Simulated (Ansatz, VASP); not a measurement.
Two plane-wave programs on K3LuN2

File INCAR:

```
SYSTEM = K3LuN2
PREC     = Accurate       ! precision mode
ENCUT    = 520            ! plane-wave cutoff, eV
EDIFF    = 1E-6           ! SCF threshold, eV
ISMEAR   = 0              ! smearing method
SIGMA    = 0.1            ! smearing width, eV
LREAL    = .FALSE.        ! projectors in reciprocal space
LASPH    = .TRUE.         ! aspherical terms in the spheres
NELM     = 60             ! most SCF steps
ALGO     = Normal         ! electronic algorithm
ISIF     = 2              ! what is computed and relaxed
LWAVE    = .FALSE.        ! write WAVECAR
LCHARG   = .FALSE.        ! write CHGCAR
GGA      = PE             ! functional
NBANDS   = 40             ! bands
```

Contents of KPOINTS:

```
Automatic mesh
0
G
  4 4 4
  0 0 0
```

POSCAR

```
K3LuN2
1.0
   -3.0821136400      3.0821136400      2.7441287700
    3.0821136400     -3.0821136400      2.7441287700
    3.0821136400      3.0821136400     -2.7441287700
K Lu N
3 1 2
Direct
    0.0000000000      0.5000000000      0.5000000000
    0.5000000000      0.0000000000      0.5000000000
    0.5000000000      0.5000000000      0.0000000000
    0.0000000000      0.0000000000      0.0000000000
    0.7931153500      0.7931153500      0.0000000000
    0.2068846500      0.2068846500      0.0000000000
```

Input for Ansatz:

```yaml
crystal:
  lattice:
    - [-3.08211364, 3.08211364, 2.74412877]
    - [3.08211364, -3.08211364, 2.74412877]
    - [3.08211364, 3.08211364, -2.74412877]
  atoms:
    - { symbol: K, position: [0.0, 0.5, 0.5] }
    - { symbol: K, position: [0.5, 0.0, 0.5] }
    - { symbol: K, position: [0.5, 0.5, 0.0] }
    - { symbol: Lu, position: [0.0, 0.0, 0.0] }
    - { symbol: "N", position: [0.79311535, 0.79311535, 0.0] }
    - { symbol: "N", position: [0.20688465, 0.20688465, 0.0] }
basis:
  ecutwfc: 420
kpoints:
  mp_grid: { grid: [4, 4, 4] }
hamiltonian:
  xc: pbe
scf:
  occupations: { method: gaussian, width: 0.1 }
  lower_state_search: "off"
output:
  forces: true
  stress: true
  eigenvalues: true
```

Alike in both runs: task single point; functional PBE; k mesh 4 × 4 × 4; occupations gaussian, width 0.1 eV; no spin polarisation.

|  | VASP | Ansatz |
| --- | --- | --- |
| version | VASP 6.6.1 | Ansatz 0.2.0 |
| potentials or method | VASP PAW PBE potentials, release 64 (K_sv, Lu, N), cutoff 520 eV | scalar-relativistic, plane waves, PAW |
| valence electrons in the cell | 62 | 62 |

VASP gave:

```
gap on the k mesh at the Fermi level (eV) : none
rms of the force components (eV/Å)        : 48.815
```

Problem. Estimate Ansatz's values.

Solution. gap on the k mesh at the Fermi level (eV): none; rms of the force components (eV/Å): 35.302.

Atom by atom the forces differ by 13.513 eV/Å (rms over components). A gap of «none» marks a metal or a gap that the smearing closes.

The k mesh is coarse, so the values compare programs but aren't converged. Neither program's run includes spin-orbit coupling.
